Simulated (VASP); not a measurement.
**Mg3CO3: single point with PBE**

Mg3CO3, a slab with vacuum:

```
CELL_PARAMETERS angstrom
3.00859 0.00000 0.00000
-1.50429 2.60552 0.00000
0.00000 0.00000 23.07900
ATOMIC_POSITIONS crystal
O 0.33333 0.66667 0.17332
O 0.00000 0.00000 0.27976
O 0.66667 0.33333 0.38785
Mg 0.66667 0.33333 0.22654
Mg 0.33333 0.66667 0.32819
Mg 0.00000 0.00000 0.43672
C 0.33333 0.66667 0.49045
```

```yaml
Program: VASP 6.6.1
Task: single point
Functional: PBE
Potentials_or_basis: VASP PAW PBE potentials, release 64 (O, Mg, C)
Cutoff: 520 eV
k_mesh: 9 × 9 × 1
Occupations: gaussian, width 0.05 eV
Spin: collinear spin
Starting_moments: "[0.0, 0.0, 0.0, 0.0, 0.0, 0.0, 2.0] μB"
```

| Property | Result |
| --- | --- |
| Largest force | 2.358 eV/Å |
| Net moment | 1.29 μB per cell |
| Site moments | O +0.01, +0.00, +0.07; Mg +0.00, +0.03 (each value once); C +0.59 μB |
| Valence electrons inside the program's atomic spheres | O 4.81, 5.10, 5.07; Mg 0.38, 0.39, 0.47; C 2.15 |

Forces on the atoms (eV/Å):
```
O    0.000  0.000  1.161
O    0.000  0.000  0.619
O    0.000  0.000 -0.999
Mg   0.000  0.000 -2.172
Mg   0.000  0.000  0.881
Mg   0.000  0.000 -1.848
C    0.000  0.000  2.358
```

Levels at points of the mesh, in eV from the Fermi level:
Spin up:
| k point | band 12 | band 13 | band 14 | band 15 | band 16 | band 17 | band 18 | band 19 |
| --- | --- | --- | --- | --- | --- | --- | --- | --- |
| (0.00, 0.00, 0.00) | -0.38 | 0.42 | 0.42 | 1.70 | 1.70 | 4.31 | 5.87 | 6.38 |
Spin down:
```csv
k point,band 12,band 13,band 14,band 15,band 16,band 17
"(0.00, 0.00, 0.00)",0.42,0.42,0.66,2.67,2.67,4.43
```

It took 20 min on 1 thread of Oxide Virtual Turin-like Processor, with other jobs on the host, peak memory 0.41 GiB.

Caveat: a moment this small can come from the mesh or the smearing.
